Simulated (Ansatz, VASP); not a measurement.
Mg: VASP beside Ansatz

File INCAR:

```
ALGO = Normal
EDIFF = 1E-6
ENCUT = 520
GGA = PE
ISIF = 2
ISMEAR = -1
LASPH = True
LCHARG = False
LREAL = False
LWAVE = False
NBANDS = 9
NELM = 60
PREC = Accurate
SIGMA = 0.1
```

The input KPOINTS:

```
k-points
0
Gamma
  18 18 10
```

POSCAR

```
Mg
1.0
    2.9048540554      0.0000000000      0.0000000000
   -1.4524270277      2.5156774063      0.0000000000
    0.0000000000      0.0000000000      4.6965147833
Mg
2
Direct
    0.3333333333      0.6666666667      0.2500000000
    0.6666666667      0.3333333333      0.7500000000
```

Input for Ansatz:

```yaml
crystal:
  lattice:
    - [2.9048540554, 0.0, 0.0]
    - [-1.4524270277, 2.5156774063, 0.0]
    - [0.0, 0.0, 4.6965147834]
  atoms:
    - { symbol: Mg, position: [0.3333333333, 0.6666666667, 0.25] }
    - { symbol: Mg, position: [0.6666666667, 0.3333333333, 0.75] }
basis:
  ecutwfc: 420
kpoints:
  mp_grid: { grid: [18, 18, 10] }
  band_path:
    path:
      - [[0.0, 0.0, 0.0], [0.5, 0.0, 0.0], [0.33333333, 0.33333333, 0.0], [0.0, 0.0, 0.0], [0.0, 0.0, 0.5], [0.5, 0.0, 0.5], [0.33333333, 0.33333333, 0.5], [0.0, 0.0, 0.5]]
      - [[0.5, 0.0, 0.5], [0.5, 0.0, 0.0]]
      - [[0.33333333, 0.33333333, 0.5], [0.33333333, 0.33333333, 0.0]]
    npoints: 12
hamiltonian:
  xc: pbe
scf:
  occupations: { method: fermi_dirac, width: 0.1 }
  n_extra_bands: 6
output:
  forces: true
  stress: true
  eigenvalues: true
```

Alike in both runs: task single point; functional PBE; k mesh 18 × 18 × 10; occupations fermi-dirac, width 0.1 eV; no spin polarisation.

|  | VASP | Ansatz |
| --- | --- | --- |
| version | VASP 6.6.1 | Ansatz 0.2.0 |
| potentials or method | VASP PAW PBE potentials, release 64 (Mg), cutoff 520 eV | scalar-relativistic, plane waves, PAW |
| valence electrons in the cell | 4 | 20 |

```csv
,VASP,Ansatz,Ansatz less VASP
gap on the k mesh at the Fermi level (eV),none,none,-
pressure (GPa),18.6,18.6,-0.01
```

A gap of «none» marks a metal or a gap that the smearing closes. VASP's potentials hold 4 valence electrons a cell and Ansatz's 20, so a difference there can come from the potentials and not from the codes.
